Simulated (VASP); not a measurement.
# C (Fd-3m) in VASP: a series of runs, part 2 of 2

VASP 6.6.1. The steps go on from the part before.

**4. Single point, BLYP (volume scaled by 1.08)**

File INCAR:

```
SYSTEM = C
PREC = Accurate ; ENCUT = 520
EDIFF = 1E-7 ; ISMEAR = -1
SIGMA = 0.05 ; LREAL = .False.
LASPH = .True. ; NELM = 100
ALGO = Normal ; ISIF = 2
LWAVE = .False. ; LCHARG = .False.
GGA = B5 ; ALDAX = 1.0
AGGAX = 1.0 ; AGGAC = 1.0
ALDAC = 0.0 ; NBANDS = 11
```

File KPOINTS:

```
regular mesh
0
Gamma
  13 13 13
  0 0 0
```

File POSCAR:

```
C
1.0
    0.0000000000      1.8454682917      1.8454682917
    1.8454682917      0.0000000000      1.8454682917
    1.8454682917      1.8454682917      0.0000000000
C
2
Direct
    0.5000000000      0.5000000000      0.5000000000
    0.7500000000      0.7500000000      0.7500000000
```

Potentials or basis: VASP PAW PBE potentials, release 64 (C).

Run with:

```console
> cat potpaw_PBE.64/C/POTCAR > POTCAR
> mpirun -np 1 vasp_std > vasp.out
```

OUTCAR:

```text
SYSTEM = C
   PREC = Accurate
   ENCUT = 520
   EDIFF = 1E-7
   ISMEAR = -1
   LREAL = .False.
   LASPH = .True.
   NELM = 100
   ISIF = 2
   GGA = B5

 ion  position               nearest neighbor table
   1  0.500  0.500  0.500-   2 1.60   2 1.60   2 1.60   2 1.60
   2  0.750  0.750  0.750-   1 1.60   1 1.60   1 1.60   1 1.60

  LATTYP: Found a face centered cubic cell.
 ALAT       =     3.6909365834

  Lattice vectors:

 A1 = (   0.0000000000,   1.8454682917,   1.8454682917)
 A2 = (   1.8454682917,   0.0000000000,   1.8454682917)
 A3 = (   1.8454682917,   1.8454682917,   0.0000000000)

Analysis of symmetry for initial positions (statically):
=====================================================================
 Subroutine PRICEL returns:
 Original cell was already a primitive cell.

 Routine SETGRP: Setting up the symmetry group for a
 face centered cubic supercell.

 Subroutine GETGRP returns: Found 48 space group operations
 (whereof 24 operations were pure point group operations)
 out of a pool of 48 trial point group operations.

The static configuration has the point symmetry T_d .
 The point group associated with its full space group is O_h .

Analysis of symmetry for dynamics (positions and initial velocities):
=====================================================================
 Subroutine PRICEL returns:
 Original cell was already a primitive cell.

 Routine SETGRP: Setting up the symmetry group for a
 face centered cubic supercell.

 Subroutine GETGRP returns: Found 48 space group operations
 (whereof 24 operations were pure point group operations)
 out of a pool of 48 trial point group operations.

The dynamic configuration has the point symmetry T_d .
 The point group associated with its full space group is O_h .

 Subroutine INISYM returns: Found 48 space group operations
 (whereof 24 operations are pure point group operations),
 and found     1 'primitive' translations

----------------------------------------------------------------------------------------

                                     Primitive cell

  volume of cell :      12.5704

  direct lattice vectors                    reciprocal lattice vectors
     0.000000000  1.845468292  1.845468292    -0.270933942  0.270933942  0.270933942
     1.845468292  0.000000000  1.845468292     0.270933942 -0.270933942  0.270933942
     1.845468292  1.845468292  0.000000000     0.270933942  0.270933942 -0.270933942

  length of vectors
     2.609886287  2.609886287  2.609886287     0.469271354  0.469271354  0.469271354

  position of ions in fractional coordinates (direct lattice)
     0.500000000  0.500000000  0.500000000
     0.750000000  0.750000000  0.750000000

  ion indices of the primitive-cell ions
   primitive index   ion index
                 1           1
                 2           2

----------------------------------------------------------------------------------------

 KPOINTS: regular mesh

Automatic generation of k-mesh.
 Grid dimensions read from file:
 generate k-points for:   13   13   13

 Generating k-lattice:

  Cartesian coordinates                     Fractional coordinates (reciprocal lattice)
    -0.020841072  0.020841072  0.020841072     0.076923077  0.000000000  0.000000000
[... 21 lines left out ...]
  0.384615  0.000000  0.000000      8.000000
[... 16 lines left out ...]
  0.384615  0.153846  0.000000     24.000000
  0.461538  0.153846  0.000000     24.000000
 [... further k-points ...]
   k-points           NKPTS =     84   k-points in BZ     NKDIM =     84   number of bands    NBANDS=     11
   number of dos      NEDOS =    301   number of ions     NIONS =      2
   total plane-waves  NPLWV =   8000
   dimension x,y,z NGX =    20 NGY =   20 NGZ =   20
   dimension x,y,z NGXF=    40 NGYF=   40 NGZF=   40
   ions per type =               2
   NGX,Y,Z   is equivalent  to a cutoff of  12.74, 12.74, 12.74 a.u.
   NGXF,Y,Z  is equivalent  to a cutoff of  25.48, 25.48, 25.48 a.u.
 SYSTEM =  C
   PREC   = accura    normal or accurate (medium, high low for compatibility)
   ISTART =      0    job   : 0-new  1-cont  2-samecut
   ICHARG =      2    charge: 1-file 2-atom 10-const
   ISPIN  =      1    spin polarized calculation?
   LNONCOLLINEAR =      F non collinear calculations
   LSORBIT =      F    spin-orbit coupling
   LASPH  =      T    aspherical Exc in radial PAW
   ENCUT  =  520.0 eV  38.22 Ry    6.18 a.u.   4.85  4.85  4.85*2*pi/ulx,y,z
   NELM   =    100;   NELMIN=  2; NELMDL= -5     # of ELM steps
   EDIFF  = 0.1E-06   stopping-criterion for ELM
   LREAL  =      F    real-space projection
   EDIFFG = 0.1E-05   stopping-criterion for IOM
   NSW    =      0    number of steps for IOM
   IBRION =     -1    ionic relax: 0-MD 1-quasi-New 2-CG
   NFREE  =      0    steps in history (QN), initial steepest desc. (CG)
   ISIF   =      2    stress and relaxation
   ISYM   =      2    0-nonsym 1-usesym 2-fastsym
   POTIM  = 0.5000    time-step for ionic-motion
   TEBEG  =    0.0;   TEEND  =   0.0 temperature during run
   PSTRESS=    0.0 pullay stress
   NELECT =       8.0000    total number of electrons
   NUPDOWN=      -1.0000    fix difference up-down
   EMIN   =  10.00;   EMAX   =-10.00  energy-range for DOS
   EFERMI =   0.00;   METHOD = LEGACY
   ISMEAR =    -1;   SIGMA  =   0.05  broadening in eV -4-tet -1-fermi 0-gaus
   EFERMI_NEDOS =   21; number of points for ismear=-14 and -15
   IALGO  =     38    algorithm
   IMIX   =      4    mixing-type and parameters
     AMIX     =   0.40;   BMIX     =  1.00
     AMIX_MAG =   1.60;   BMIX_MAG =  1.00
  volume/ion in A,a.u.               =       6.29        42.41
  Fermi-wavevector in a.u.,A,eV,Ry     =   1.408169  2.661054 26.979552  1.982941
  Thomas-Fermi vector in A             =   2.530354
   LORBIT       =      0    0 simple, 1 ext, 2 COOP (PROOUT), +10 PAW based schemes
   GGA     = B5    functional components
   LHFCALC =     F    Hartree Fock is set to
   AEXX    =    0.0000 exact exchange contribution
   IVDW    =     0    specifies the selected vdW correction
   LEPSILON=     F    determine dielectric tensor
   LRPA    =     F    only Hartree local field effects (RPA)
 non-spin polarized calculation
  energy-cutoff  :      520.00
  volume of cell :       12.57
 maximum number of plane-waves:       348
   NGX =  9   NGY =  9   NGZ =  9

 number of electron       8.0000002 magnetization

 Free energy of the ion-electron system (eV)
  ---------------------------------------------------
  ext. energy  EPLUGINS =         0.00000000
  ---------------------------------------------------
  free energy    TOTEN  =       -16.65045200 eV

  energy without entropy =      -16.65045200  energy(sigma->0) =      -16.65045200

 E-fermi :   9.6313     XC(G=0): -12.0547

 val. band max:        8.5861880950   @ k =   0.0000   0.0000   0.0000
 cond. band min:      12.8031508219   @ k =   0.3846   0.3846   0.0000
 fundamental gap:      4.2169627268
 Fermi energy:         9.6313312192

 k-point     1 :       0.0000    0.0000    0.0000
  band No.  band energies     occupation
      1     -11.2983      2.00000
      2       8.5862      2.00000
      3       8.5862      2.00000
      4       8.5862      2.00000
      5      14.0265      0.00000
      6      14.0265      0.00000
      7      14.0265      0.00000
      8      19.7146      0.00000
      9      27.0993      0.00000
     10      34.4075      0.00000
     11      34.4075      0.00000
[... 309 lines left out ...]
 k-point    24 :       0.4615    0.1538    0.0000
  band No.  band energies     occupation
      1      -6.7327      2.00000
      2      -1.6514      2.00000
      3       4.5675      2.00000
      4       5.1370      2.00000
      5      15.4596      0.00000
      6      18.3145      0.00000
      7      18.5629      0.00000
      8      21.6982      0.00000
      9      28.2265      0.00000
     10      30.2682      0.00000
     11      34.5363      0.00000

 [... further k-points ...]

------------------------ aborting loop because EDIFF is reached ----------------------------------------

  FORCE on cell =-STRESS in cart. coord.  units (eV):
  Direction    XX          YY          ZZ          XY          YZ          ZX
  --------------------------------------------------------------------------------------
  -------------------------------------------------------------------------------------
  Total       -2.0872583     -2.0872583     -2.0872583     -0.0000000      0.0000000     -0.0000000
  in kB     -266.0339296   -266.0339296   -266.0339296     -0.0000000      0.0000000     -0.0000000
  external PRESSURE =    -266.0339296 kB  Pullay stress =       0.0000000 kB

 VOLUME and BASIS-vectors are now :
 -----------------------------------------------------------------------------
  energy-cutoff  :      520.00
  volume of cell :       12.57
      direct lattice vectors                 reciprocal lattice vectors
     0.000000000  1.845468292  1.845468292    -0.270933942  0.270933942  0.270933942
     1.845468292  0.000000000  1.845468292     0.270933942 -0.270933942  0.270933942
     1.845468292  1.845468292  0.000000000     0.270933942  0.270933942 -0.270933942

 POSITION                                       TOTAL-FORCE (eV/Angst)
 -----------------------------------------------------------------------------------
      1.84547      1.84547      1.84547         0.000000      0.000000      0.000000
      2.76820      2.76820      2.76820        -0.000000     -0.000000     -0.000000
 -----------------------------------------------------------------------------------
    total drift:                                0.000000     -0.000000      0.000000

  FREE ENERGIE OF THE ION-ELECTRON SYSTEM (eV)
  ---------------------------------------------------
  free  energy   TOTEN  =       -16.6504520048 eV

  energy  without entropy=      -16.6504520048  energy(sigma->0) =      -16.65045200
```

OSZICAR:

```text
N       E                     dE             d eps       ncg     rms          rms(c)
DAV:   1     0.297098878763E+01    0.29710E+01   -0.47733E+03  1944   0.698E+02
DAV:   2    -0.168038618348E+02   -0.19775E+02   -0.19139E+02  2489   0.126E+02
DAV:   3    -0.172004246713E+02   -0.39656E+00   -0.39583E+00  2163   0.140E+01
DAV:   4    -0.172011645468E+02   -0.73988E-03   -0.73986E-03  2002   0.780E-01
DAV:   5    -0.172011657014E+02   -0.11546E-05   -0.11546E-05  2108   0.284E-02    0.495E+00
DAV:   6    -0.167907831777E+02    0.41038E+00   -0.24609E-01  1884   0.348E+00    0.291E+00
DAV:   7    -0.166488820306E+02    0.14190E+00   -0.33566E-01  1977   0.407E+00    0.624E-01
DAV:   8    -0.166504414518E+02   -0.15594E-02   -0.90934E-03  1911   0.720E-01    0.403E-02
DAV:   9    -0.166504457131E+02   -0.42614E-05   -0.62881E-05  2180   0.661E-02    0.295E-02
DAV:  10    -0.166504520666E+02   -0.63535E-05   -0.68672E-06  1947   0.229E-02    0.843E-03
DAV:  11    -0.166504519260E+02    0.14056E-06   -0.26371E-07  2187   0.447E-03    0.206E-03
DAV:  12    -0.166504520048E+02   -0.78739E-07   -0.29477E-08  1099   0.156E-03
   1 F= -.16650452E+02 E0= -.16650452E+02  d E =-.271737E-11
```

stdout:

```text
POSCAR found type information on POSCAR C
 POSCAR found :  1 types and       2 ions
 scaLAPACK will be used
 -----------------------------------------------------------------------------
|                                                                             |
|                                                                             |
|     You enforced a specific xc type in the INCAR file but a different       |
|     I HOPE YOU KNOW WHAT YOU ARE DOING!                                     |
|                                                                             |
 -----------------------------------------------------------------------------

 LDA part: xc-table for (Slater(with rela. corr.)+VWN5), standard interpolation
 POSCAR, INCAR and KPOINTS ok, starting setup
 FFT: planning ... GRIDC
 FFT: planning ... GRID_SOFT
 FFT: planning ... GRID
 WAVECAR not read
 entering main loop
```

It took 10 s on 1 thread of AMD EPYC 7R13 (Zen 3), shared host; peak memory 0.09 GiB.

What came out:

| Property | Result |
| --- | --- |
| Free energy | -16.6505 eV |
| Pressure | -26.6 GPa |
| Band gap on the k mesh | 4.22 eV, indirect (least direct gap 5.44 eV) |

Levels at points of the mesh, in eV from the valence-band top:
```
           k point  band 2  band 3  band 4  band 5  band 6  band 7
(0.00, 0.00, 0.00)    0.00    0.00    0.00    5.44    5.44    5.44
```

Caveat: the PAW data sets were made with another functional, which shifts forces and pressure a little. A k mesh can miss the band edges.

**5. Overview**

| cell | gap on the mesh (eV) | pressure (GPa) |
| --- | --- | --- |
| a = 2.544 Å, angles 60.0°, 2 atoms | 4.41 | 0.7 |
| a = 2.577 Å, angles 60.0°, 2 atoms | 4.31 | -14.3 |
| a = 2.610 Å, angles 60.0°, 2 atoms | 4.22 | -26.6 |

Alike in all rows: task single point; level BLYP; potentials or basis VASP PAW PBE potentials, release 64 (C); no spin polarisation; k mesh 13 × 13 × 13; cutoff (eV) 520; smearing fermi-dirac 0.05 eV.

Caveats: the PAW data sets were made with another functional, which shifts forces and pressure a little.

Total energies depend on the potentials used, so only differences within one code and one set of settings carry meaning.
